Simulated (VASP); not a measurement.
# SiO2 (P4_2/mnm) in VASP: notebook

SiO2 is run at these levels: PBEsol; tasks: single point, relaxation of cell and atoms.

Program: VASP 6.6.1. These are calculated values, not measurements. Logs are shortened: lines on timing, memory, paths and dates and some standing lists are left out, and cuts for length are marked.

**1. The cell of the first run**

It takes space group P4_2/mnm (No. 136, tetragonal). Conventional cell: a = 4.195 Å, b = 4.195 Å, c = 2.678 Å, α = 90.00°, β = 90.00°, γ = 90.00°. Within 2.3 Å of Si (site symmetry mmm) lie 6 O at 1.77 to 1.82 Å. O (site symmetry m2m) has 3 Si at 1.77 to 1.82 Å and 1 O at 2.30 Å within 2.4 Å.

**2. Single point, PBEsol**

Contents of INCAR:

```
PREC     = Accurate       # precision mode
ENCUT    = 520            # plane-wave cutoff, eV
EDIFF    = 1E-7           # SCF threshold, eV
ISMEAR   = 0              # smearing method
SIGMA    = 0.01           # smearing width, eV
LREAL    = False          # projectors in reciprocal space
LASPH    = True           # aspherical terms in the spheres
NELM     = 60             # most SCF steps
ALGO     = Normal         # electronic algorithm
ISIF     = 2              # what is computed and relaxed
LWAVE    = False          # write WAVECAR
LCHARG   = False          # write CHGCAR
GGA      = PS             # functional
NBANDS   = 25             # bands
```

Contents of KPOINTS:

```
Automatic mesh
0
Gamma
  6 6 9
```

Contents of POSCAR:

```
SiO2
1.0
    4.1947605130      0.0000000000      0.0000000000
    0.0000000000      4.1947605130      0.0000000000
    0.0000000000      0.0000000000      2.6784481653
Si O
2 4
Direct
    0.0000000000      0.0000000000      0.0000000000
    0.5000000000      0.5000000000      0.5000000000
    0.3060592407      0.3060592407      0.0000000000
    0.6939407593      0.6939407593      0.0000000000
    0.1939407593      0.8060592407      0.5000000000
    0.8060592407      0.1939407593      0.5000000000
```

Potentials or basis: VASP PAW PBE potentials, release 64 (Si, O).

Launch:

```bash
> cat potpaw_PBE.64/Si/POTCAR potpaw_PBE.64/O/POTCAR > POTCAR
> mpirun -np 1 vasp_std > vasp.out
```

OUTCAR:

```text
PREC = Accurate
   ENCUT = 520
   EDIFF = 1E-7
   ISMEAR = 0
   LREAL = False
   LASPH = True
   NELM = 60
   ISIF = 2
   GGA = PS

 ion  position               nearest neighbor table
   1  0.000  0.000  0.000-   5 1.77   6 1.77   5 1.77   6 1.77   3 1.82   4 1.82
   2  0.500  0.500  0.500-   3 1.77   4 1.77   3 1.77   4 1.77   5 1.82   6 1.82
   3  0.306  0.306  0.000-   2 1.77   2 1.77   1 1.82
   4  0.694  0.694  0.000-   2 1.77   2 1.77   1 1.82
   5  0.194  0.806  0.500-   1 1.77   1 1.77   2 1.82
   6  0.806  0.194  0.500-   1 1.77   1 1.77   2 1.82

  LATTYP: Found a simple tetragonal cell.
 ALAT       =     4.1947605130
 C/A-ratio  =     0.6385223082

  Lattice vectors:

 A1 = (   4.1947605130,   0.0000000000,   0.0000000000)
 A2 = (   0.0000000000,   4.1947605130,   0.0000000000)
 A3 = (   0.0000000000,   0.0000000000,   2.6784481653)

Analysis of symmetry for initial positions (statically):
=====================================================================
 Subroutine PRICEL returns:
 Original cell was already a primitive cell.

 Routine SETGRP: Setting up the symmetry group for a
 simple tetragonal supercell.

 Subroutine GETGRP returns: Found 16 space group operations
 (whereof  8 operations were pure point group operations)
 out of a pool of 16 trial point group operations.

The static configuration has the point symmetry D_2h.
 The point group associated with its full space group is D_4h.

Analysis of symmetry for dynamics (positions and initial velocities):
=====================================================================
 Subroutine PRICEL returns:
 Original cell was already a primitive cell.

 Routine SETGRP: Setting up the symmetry group for a
 simple tetragonal supercell.

 Subroutine GETGRP returns: Found 16 space group operations
 (whereof  8 operations were pure point group operations)
 out of a pool of 16 trial point group operations.

The dynamic configuration has the point symmetry D_2h.
 The point group associated with its full space group is D_4h.

 Subroutine INISYM returns: Found 16 space group operations
 (whereof  8 operations are pure point group operations),
 and found     1 'primitive' translations

----------------------------------------------------------------------------------------

                                     Primitive cell

  volume of cell :      47.1300

  direct lattice vectors                    reciprocal lattice vectors
     4.194760513  0.000000000  0.000000000     0.238392632  0.000000000  0.000000000
     0.000000000  4.194760513  0.000000000     0.000000000  0.238392632  0.000000000
     0.000000000  0.000000000  2.678448165     0.000000000  0.000000000  0.373350514

  length of vectors
     4.194760513  4.194760513  2.678448165     0.238392632  0.238392632  0.373350514

  position of ions in fractional coordinates (direct lattice)
     0.000000000  0.000000000  0.000000000
     0.500000000  0.500000000  0.500000000
     0.306059241  0.306059241  0.000000000
     0.693940759  0.693940759  0.000000000
     0.193940759  0.806059241  0.500000000
     0.806059241  0.193940759  0.500000000

  ion indices of the primitive-cell ions
   primitive index   ion index
                 1           1
                 2           2
                 3           3
                 4           4
                 5           5
                 6           6

----------------------------------------------------------------------------------------

 KPOINTS: Automatic mesh

Automatic generation of k-mesh.
 Grid dimensions read from file:
 generate k-points for:    6    6    9

 Generating k-lattice:

  Cartesian coordinates                     Fractional coordinates (reciprocal lattice)
     0.039732105  0.000000000  0.000000000     0.166666667  0.000000000  0.000000000
     0.000000000  0.039732105  0.000000000     0.000000000  0.166666667  0.000000000
     0.000000000  0.000000000  0.041483390     0.000000000  0.000000000  0.111111111

  Length of vectors
     0.039732105  0.039732105  0.041483390

  Shift w.r.t. Gamma in fractional coordinates (k-lattice)
     0.000000000  0.000000000  0.000000000

 Subroutine IBZKPT returns following result:
 ===========================================

 Found     50 irreducible k-points:

 Following reciprocal coordinates:
            Coordinates               Weight
  0.000000  0.000000  0.000000      1.000000
  0.166667  0.000000  0.000000      4.000000
  0.333333  0.000000  0.000000      4.000000
  0.500000  0.000000  0.000000      2.000000
  0.166667  0.166667  0.000000      4.000000
  0.333333  0.166667  0.000000      8.000000
[... 16 lines left out ...]
  0.333333  0.000000  0.222222      8.000000
  0.500000  0.000000  0.222222      4.000000
 [... further k-points ...]
   k-points           NKPTS =     50   k-points in BZ     NKDIM =     50   number of bands    NBANDS=     25
   number of dos      NEDOS =    301   number of ions     NIONS =      6
   total plane-waves  NPLWV =  20480
   dimension x,y,z NGX =    32 NGY =   32 NGZ =   20
   dimension x,y,z NGXF=    64 NGYF=   64 NGZF=   40
   ions per type =               2   4
   NGX,Y,Z   is equivalent  to a cutoff of  12.68, 12.68, 12.41 a.u.
   NGXF,Y,Z  is equivalent  to a cutoff of  25.36, 25.36, 24.83 a.u.
 SYSTEM =  unknown system
   PREC   = accura    normal or accurate (medium, high low for compatibility)
   ISTART =      0    job   : 0-new  1-cont  2-samecut
   ICHARG =      2    charge: 1-file 2-atom 10-const
   ISPIN  =      1    spin polarized calculation?
   LNONCOLLINEAR =      F non collinear calculations
   LSORBIT =      F    spin-orbit coupling
   LASPH  =      T    aspherical Exc in radial PAW
   ENCUT  =  520.0 eV  38.22 Ry    6.18 a.u.   7.80  7.80  4.98*2*pi/ulx,y,z
   NELM   =     60;   NELMIN=  2; NELMDL= -5     # of ELM steps
   EDIFF  = 0.1E-06   stopping-criterion for ELM
   LREAL  =      F    real-space projection
   EDIFFG = 0.1E-05   stopping-criterion for IOM
   NSW    =      0    number of steps for IOM
   IBRION =     -1    ionic relax: 0-MD 1-quasi-New 2-CG
   NFREE  =      0    steps in history (QN), initial steepest desc. (CG)
   ISIF   =      2    stress and relaxation
   ISYM   =      2    0-nonsym 1-usesym 2-fastsym
   POTIM  = 0.5000    time-step for ionic-motion
   TEBEG  =    0.0;   TEEND  =   0.0 temperature during run
   PSTRESS=    0.0 pullay stress
   NELECT =      32.0000    total number of electrons
   NUPDOWN=      -1.0000    fix difference up-down
   EMIN   =  10.00;   EMAX   =-10.00  energy-range for DOS
   EFERMI =   0.00;   METHOD = LEGACY
   ISMEAR =     0;   SIGMA  =   0.01  broadening in eV -4-tet -1-fermi 0-gaus
   EFERMI_NEDOS =   21; number of points for ismear=-14 and -15
   IALGO  =     38    algorithm
   IMIX   =      4    mixing-type and parameters
     AMIX     =   0.40;   BMIX     =  1.00
     AMIX_MAG =   1.60;   BMIX_MAG =  1.00
  volume/ion in A,a.u.               =       7.86        53.01
  Fermi-wavevector in a.u.,A,eV,Ry     =   1.438883  2.719096 28.169307  2.070386
  Thomas-Fermi vector in A             =   2.557801
   LORBIT       =      0    0 simple, 1 ext, 2 COOP (PROOUT), +10 PAW based schemes
   GGA     = PS    functional components
   LHFCALC =     F    Hartree Fock is set to
   AEXX    =    0.0000 exact exchange contribution
   IVDW    =     0    specifies the selected vdW correction
   LEPSILON=     F    determine dielectric tensor
   LRPA    =     F    only Hartree local field effects (RPA)
 non-spin polarized calculation
 Gauss-broadening in eV      SIGMA  =   0.01
  energy-cutoff  :      520.00
  volume of cell :       47.13
 maximum number of plane-waves:      1283
 NGX is ok and might be reduce to    32
   NGX = 15   NGY = 15   NGZ =  9

 number of electron      31.9999977 magnetization

 Free energy of the ion-electron system (eV)
  ---------------------------------------------------
  ext. energy  EPLUGINS =         0.00000000
  ---------------------------------------------------
  free energy    TOTEN  =       -48.98541127 eV

  energy without entropy =      -48.98541127  energy(sigma->0) =      -48.98541127

 E-fermi :   8.1666     XC(G=0): -12.4669

 val. band max:        8.0049418580   @ k =   0.0000   0.0000   0.0000
 cond. band min:      13.3641441601   @ k =   0.0000   0.0000   0.0000
 fundamental gap:      5.3592023021
 Fermi energy:         8.1665667398

 k-point     1 :       0.0000    0.0000    0.0000
  band No.  band energies     occupation
      1     -14.4448      2.00000
      2     -10.8142      2.00000
      3     -10.8142      2.00000
      4     -10.5853      2.00000
      5      -2.8599      2.00000
      6       1.5696      2.00000
[... 17 lines left out ...]
     24      22.0175      0.00000
     25      23.5216      0.00000

 k-point     2 :       0.1667    0.0000    0.0000
  band No.  band energies     occupation
      1     -14.2998      2.00000
      2     -11.4801      2.00000
      3     -10.7407      2.00000
      4     -10.2266      2.00000
      5      -2.6648      2.00000
      6       0.8255      2.00000
[... 17 lines left out ...]
     24      21.4428      0.00000
     25      23.2995      0.00000

 k-point     3 :       0.3333    0.0000    0.0000
  band No.  band energies     occupation
      1     -13.8762      2.00000
      2     -12.3697      2.00000
      3     -10.5437      2.00000
      4     -10.1354      2.00000
      5      -2.1269      2.00000
      6      -0.2993      2.00000
[... 17 lines left out ...]
     24      21.6173      0.00000
     25      22.8084      0.00000

 k-point     4 :       0.5000    0.0000    0.0000
  band No.  band energies     occupation
      1     -13.2093      2.00000
      2     -13.2093      2.00000
      3     -10.2973      2.00000
      4     -10.2973      2.00000
      5      -1.3193      2.00000
      6      -1.3193      2.00000
[... 17 lines left out ...]
     24      21.3008      0.00000
     25      22.6460      0.00000
[... 477 lines left out ...]
 k-point    22 :       0.1667    0.0000    0.2222
  band No.  band energies     occupation
      1     -13.6707      2.00000
      2     -11.1593      2.00000
      3     -10.4541      2.00000
      4     -10.1826      2.00000
      5      -2.3932      2.00000
      6       0.8580      2.00000
[... 17 lines left out ...]
     24      21.4921      0.00000
     25      21.8505      0.00000

 k-point    23 :       0.3333    0.0000    0.2222
  band No.  band energies     occupation
      1     -13.2780      2.00000
      2     -11.9202      2.00000
      3     -10.3210      2.00000
      4     -10.0864      2.00000
      5      -1.7074      2.00000
      6       0.1069      2.00000
[... 17 lines left out ...]
     24      20.5663      0.00000
     25      21.7838      0.00000

 k-point    24 :       0.5000    0.0000    0.2222
  band No.  band energies     occupation
      1     -12.6684      2.00000
      2     -12.6684      2.00000
      3     -10.1674      2.00000
      4     -10.1674      2.00000
      5      -0.8227      2.00000
      6      -0.8227      2.00000
[... 17 lines left out ...]
     24      20.4709      0.00000
     25      21.6791      0.00000

 [... further k-points ...]
[... 5 lines left out ...]
  --------------------------------------------------------------------------------------
  -------------------------------------------------------------------------------------
  Total        0.1045838      0.1045838      0.3748199      0.0000000      0.0000000      0.0000000
  in kB        3.5553083      3.5553083     12.7419409      0.0000000      0.0000000      0.0000000
  external PRESSURE =       6.6175192 kB  Pullay stress =       0.0000000 kB

 VOLUME and BASIS-vectors are now :
 -----------------------------------------------------------------------------
  energy-cutoff  :      520.00
  volume of cell :       47.13
      direct lattice vectors                 reciprocal lattice vectors
     4.194760513  0.000000000  0.000000000     0.238392632  0.000000000  0.000000000
     0.000000000  4.194760513  0.000000000     0.000000000  0.238392632  0.000000000
     0.000000000  0.000000000  2.678448165     0.000000000  0.000000000  0.373350514

 POSITION                                       TOTAL-FORCE (eV/Angst)
 -----------------------------------------------------------------------------------
      0.00000      0.00000      0.00000         0.000000     -0.000000     -0.000000
      2.09738      2.09738      1.33922         0.000000     -0.000000     -0.000000
      1.28385      1.28385      0.00000        -0.024311     -0.024311     -0.000000
      2.91092      2.91092      0.00000         0.024311      0.024311      0.000000
      0.81354      3.38123      1.33922         0.024311     -0.024311     -0.000000
      3.38123      0.81354      1.33922        -0.024311      0.024311      0.000000
 -----------------------------------------------------------------------------------
    total drift:                                0.000000     -0.000000      0.000000

  FREE ENERGIE OF THE ION-ELECTRON SYSTEM (eV)
  ---------------------------------------------------
  free  energy   TOTEN  =       -48.9854112712 eV

  energy  without entropy=      -48.9854112712  energy(sigma->0) =      -48.98541127
```

Run time: 34 s. Hardware: 1 thread of Intel Xeon Platinum 8259CL at 2.50GHz (Skylake/Cascade Lake), shared host; peak memory 0.17 GiB.

Results:

```
Free energy            : -48.9854 eV
Pressure               : 0.7 GPa
Largest force          : 0.034 eV/Å
Band gap on the k mesh : 5.36 eV
```

Forces in eV/Å, atoms in the order of the input:
```
Si   0.000  0.000  0.000
Si   0.000  0.000  0.000
O   -0.024 -0.024  0.000
O    0.024  0.024  0.000
O    0.024 -0.024  0.000
O   -0.024  0.024  0.000
```

Stress tensor (GPa, compression positive):
```
0.36 0.00 0.00
0.00 0.36 0.00
0.00 0.00 1.27
```

Levels at points of the mesh, in eV from the valence-band top:
```csv
k point,band 13,band 14,band 15,band 16,band 17,band 18,band 19,band 20
"(0.00, 0.00, 0.00)",-2.52,-0.88,-0.88,0.00,5.36,6.47,8.24,8.24
"(0.50, 0.00, 0.00)",-2.69,-2.69,-1.07,-1.07,7.50,7.50,8.82,8.82
"(0.50, 0.50, 0.00)",-2.68,-2.68,-2.27,-2.27,7.19,7.19,9.81,9.81
```

Caveat: the PAW data sets were made with another functional, which shifts forces and pressure a little; an odd mesh through Γ misses points on the zone boundary, where band edges can lie.

**3. Relaxation of cell and atoms, PBEsol**

This run uses another cell than the first one, of 7.75 Å³/atom.

Contents of INCAR:

```
SYSTEM = SiO2
PREC     = Accurate       ! precision mode
ENCUT    = 600            ! plane-wave cutoff, eV
EDIFF    = 1E-7           ! SCF threshold, eV
ISMEAR   = 0              ! smearing method
SIGMA    = 0.01           ! smearing width, eV
LREAL    = .FALSE.        ! projectors in reciprocal space
LASPH    = .TRUE.         ! aspherical terms in the spheres
NELM     = 100            ! most SCF steps
ALGO     = Normal         ! electronic algorithm
ISIF     = 3              ! what is computed and relaxed
LWAVE    = .FALSE.        ! write WAVECAR
LCHARG   = .FALSE.        ! write CHGCAR
GGA      = PS             ! functional
IBRION   = 2              ! ionic algorithm
NSW      = 80             ! ionic steps
EDIFFG   = -0.002         ! ionic threshold
```

Contents of KPOINTS:

```
Automatic mesh
0
G
  6 6 9
  0 0 0
```

Contents of POSCAR:

```
SiO2
1.0
    4.1773000000      0.0000000000      0.0000000000
    0.0000000000      4.1773000000      0.0000000000
    0.0000000000      0.0000000000      2.6655000000
Si O
2 4
Direct
    0.0000000000      0.0000000000      0.0000000000
    0.5000000000      0.5000000000      0.5000000000
    0.3061000000      0.3061000000      0.0000000000
    0.6939000000      0.6939000000      0.0000000000
    0.1939000000      0.8061000000      0.5000000000
    0.8061000000      0.1939000000      0.5000000000
```

Potentials or basis: VASP PAW PBE potentials, release 64 (Si, O).

Launch:

```bash
> cat potpaw_PBE.64/Si/POTCAR potpaw_PBE.64/O/POTCAR > POTCAR
> mpirun -np 1 vasp_std > vasp.out
```

Wall time 2.7 min (1 thread of Intel Xeon Platinum 8259CL at 2.50GHz (Skylake/Cascade Lake), shared host); peak memory 0.2 GiB.

It converged, with:

```
Free energy                           : -48.9962 eV
Relaxed volume                        : 7.86 Å³/atom
Relaxed cell                          : a = 4.192 Å, b = 4.192 Å, c = 2.683 Å, α = 90.00°, β = 90.00°, γ = 90.00°
Space group after relaxing (to 0.1 Å) : P4_2/mnm (No. 136)
Energy gained by relaxing             : 1.7 meV/atom
Ionic steps                           : 8
Pressure after relaxing               : 0.0 GPa
Band gap on the k mesh                : 5.34 eV
```

The path:
```
step  energy change (eV)  largest force (eV/Å)  pressure (GPa)  volume (Å³)
   1              0.0000                0.1288            4.70        46.51
   2              0.0110                0.2492           -6.32        48.06
   3             -0.0100                0.0341            0.01        47.14
   4             -0.0100                0.0310            0.10        47.12
   5             -0.0101                0.0161            0.05        47.14
   6             -0.0101                0.0031            0.06        47.14
   7             -0.0101                0.0021           -0.07        47.16
   8             -0.0102                0.0007           -0.01        47.15
```

Final structure:
```
CELL_PARAMETERS angstrom
4.19224 0.00000 0.00000
0.00000 4.19224 0.00000
0.00000 0.00000 2.68261
ATOMIC_POSITIONS crystal
Si 0.00000 0.00000 0.00000
Si 0.50000 0.50000 0.50000
O 0.30583 0.30583 0.00000
O 0.69417 0.69417 0.00000
O 0.19417 0.80583 0.50000
O 0.80583 0.19417 0.50000
```

Levels at points of the mesh, in eV from the valence-band top:
| k point | band 14 | band 15 | band 16 | band 17 | band 18 | band 19 |
| --- | --- | --- | --- | --- | --- | --- |
| (0.00, 0.00, 0.00) | -0.88 | -0.88 | 0.00 | 5.34 | 6.45 | 8.21 |
| (0.50, 0.00, 0.00) | -2.69 | -1.07 | -1.07 | 7.48 | 7.48 | 8.79 |
| (0.50, 0.50, 0.00) | -2.70 | -2.27 | -2.27 | 7.17 | 7.17 | 9.79 |

Caveat: the PAW data sets were made with another functional, which shifts forces and pressure a little; an odd mesh through Γ misses points on the zone boundary, where band edges can lie.
